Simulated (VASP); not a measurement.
## Rh: single point with PBE

Rh:

```
Rh
1.0
     2.86110    0.00000    0.00000
    -1.43055    2.47779    0.00000
     0.00000    0.00000    4.03430
Rh
2
Direct
  0.66667 0.33333 0.75000
  0.33333 0.66667 0.25000
```

This isn't the form of Rh at room conditions, which is fcc.

* Program: VASP 6.6.1
* Task: single point
* Functional: PBE
* Potentials or basis: VASP PAW PBE potentials, release 64 (Rh_pv)
* Cutoff: 520 eV
* k mesh: 18 × 18 × 10
* Occupations: gaussian, width 0.15 eV
* Spin: no spin polarisation

The pressure is 1.8 GPa. The band gap on the k mesh is zero (bands 15 and 16 overlap by 1.67 eV).

Stress tensor (GPa, compression positive):
```
-7.36  0.00  0.00
 0.00 -7.36  0.00
 0.00  0.00 20.21
```

Levels at points of the mesh, in eV from the Fermi level:
| k point | band 11 | band 12 | band 13 | band 14 | band 15 | band 16 | band 17 | band 18 | band 19 | band 20 |
| --- | --- | --- | --- | --- | --- | --- | --- | --- | --- | --- |
| (0.00, 0.00, 0.00) | -2.66 | -2.66 | -2.19 | -2.19 | -1.90 | 0.14 | 0.14 | 2.32 | 10.27 | 15.12 |
| (0.50, 0.00, 0.00) | -2.43 | -1.96 | -1.47 | -0.25 | 0.33 | 1.03 | 2.50 | 4.36 | 10.73 | 11.26 |
| (0.00, 0.00, 0.50) | -3.42 | -3.42 | -2.43 | -2.43 | -0.23 | -0.23 | -0.23 | -0.23 | 14.80 | 14.80 |
| (0.50, 0.00, 0.50) | -2.03 | -2.03 | -0.40 | -0.40 | 0.15 | 0.15 | 2.47 | 2.47 | 8.77 | 8.77 |

Wall time 2.2 min on 1 thread of Intel Xeon 8259CL, with other jobs on the host, peak memory 0.23 GiB.
